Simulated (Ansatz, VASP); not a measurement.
## NaLiCl2 in VASP and in Ansatz

The input INCAR:

```
SYSTEM = NaLiCl2
  PREC = Accurate
  ENCUT = 520
  EDIFF = 1E-6
  ISMEAR = 0
  SIGMA = 0.01
  LREAL = .FALSE.
  LASPH = .TRUE.
  NELM = 80
  ALGO = Normal
  ISIF = 2
  LWAVE = .FALSE.
  LCHARG = .FALSE.
  GGA = PE
  NBANDS = 20
```

Contents of KPOINTS:

```
Automatic mesh
0
G
  6 6 6
  0 0 0
```

File POSCAR:

```
NaLiCl2
1.0
    1.9497963889      1.1257154700      6.4392618925
   -1.9497963889      1.1257154700      6.4392618925
    0.0000000000     -2.2514309400      6.4392618925
Li Na Cl
1 1 2
Direct
    1.0000000000      0.0000000000      0.0000000000
    0.5000000000      0.5000000000      0.5000000000
    0.2572314964      0.2572314964      0.2572314964
    0.7427685036      0.7427685036      0.7427685036
```

Input for Ansatz:

```yaml
crystal:
  lattice:
    - [1.9497963889, 1.12571547, 6.4392618925]
    - [-1.9497963889, 1.12571547, 6.4392618925]
    - [0.0, -2.25143094, 6.4392618925]
  atoms:
    - { symbol: Li, position: [1.0, 0.0, 0.0] }
    - { symbol: Na, position: [0.5, 0.5, 0.5] }
    - { symbol: Cl, position: [0.2572314964, 0.2572314964, 0.2572314964] }
    - { symbol: Cl, position: [0.7427685036, 0.7427685036, 0.7427685036] }
kpoints:
  mp_grid: { grid: [6, 6, 6] }
hamiltonian:
  xc: pbe
scf:
  occupations: { method: fixed }
  n_extra_bands: 5
output:
  forces: true
  stress: true
  eigenvalues: true
```

Alike in both runs: task single point; functional PBE; k mesh 6 × 6 × 6; no spin polarisation.

|  | VASP | Ansatz |
| --- | --- | --- |
| version | VASP 6.6.1 | Ansatz 0.2.0 |
| potentials or method | VASP PAW PBE potentials, release 64 (Li_sv, Na_pv, Cl) | plane waves, PAW |
| plane-wave cutoff (eV) | 520 | 420 |
| occupations | gaussian, width 0.01 eV | fixed |
| valence electrons in the cell | 24 | 26 |

```csv
,VASP,Ansatz,Ansatz less VASP
gap on the k mesh at the Fermi level (eV),5.20,5.19,-0.004
rms of the force components (eV/Å),0.007,0.008,+0.0014
```

Atom by atom the forces differ by 0.001 eV/Å (rms over components). VASP's potentials hold 24 valence electrons a cell and Ansatz's 26, so a difference there can come from the potentials and not from the codes.

Noted on VASP's run: the cutoff is short for stress, so the pressure is rough.
